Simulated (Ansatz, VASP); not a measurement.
**Two plane-wave programs on Sn**

Contents of INCAR:

```
PREC = Accurate ; ENCUT = 520
EDIFF = 1E-6 ; ISMEAR = 0
SIGMA = 0.05 ; LREAL = F
LASPH = T ; NELM = 60
ALGO = Fast ; ISIF = 2
LWAVE = F ; LCHARG = T
GGA = PE ; LELF = T
LVHAR = T ; NBANDS = 21
```

KPOINTS

```
regular mesh
0
Gamma
  12 12 12
```

Contents of POSCAR:

```
Sn
1.0
    0.0000000000      3.3272440539      3.3272440539
    3.3272440539      0.0000000000      3.3272440539
    3.3272440539      3.3272440539      0.0000000000
Sn
2
Direct
    0.0000000000      0.0000000000      0.0000000000
    0.2500000000      0.2500000000      0.2500000000
```

Input for Ansatz:

```yaml
crystal:
  lattice:
    - [0.0, 3.3272440539, 3.3272440539]
    - [3.3272440539, 0.0, 3.3272440539]
    - [3.3272440539, 3.3272440539, 0.0]
  atoms:
    - { symbol: Sn, position: [0.0, 0.0, 0.0] }
    - { symbol: Sn, position: [0.25, 0.25, 0.25] }
basis:
  ecutwfc: 420
  ecutrho_ratio: 4
kpoints:
  mp_grid: { grid: [12, 12, 12] }
hamiltonian:
  xc: pbe
scf:
  occupations: { method: gaussian, width: 0.05 }
output:
  forces: true
  stress: true
  eigenvalues: true
```

Alike in both runs: task single point; functional PBE; k mesh 12 × 12 × 12; occupations gaussian, width 0.05 eV; no spin polarisation.

|  | VASP | Ansatz |
| --- | --- | --- |
| version | VASP 6.6.1 | Ansatz 0.2.0 |
| potentials or method | VASP PAW PBE potentials, release 64 (Sn_d), cutoff 520 eV | scalar-relativistic, plane waves, PAW |
| valence electrons in the cell | 28 | 28 |

|  | VASP | Ansatz | Ansatz less VASP |
| --- | --- | --- | --- |
| gap on the k mesh at the Fermi level (eV) | none | none | - |
| pressure (GPa) | 0.0 | 0.0 | +0.05 |

A gap of «none» marks a metal or a gap that the smearing closes. With one functional, cell and mesh, what is left measures potentials, basis and numerics.
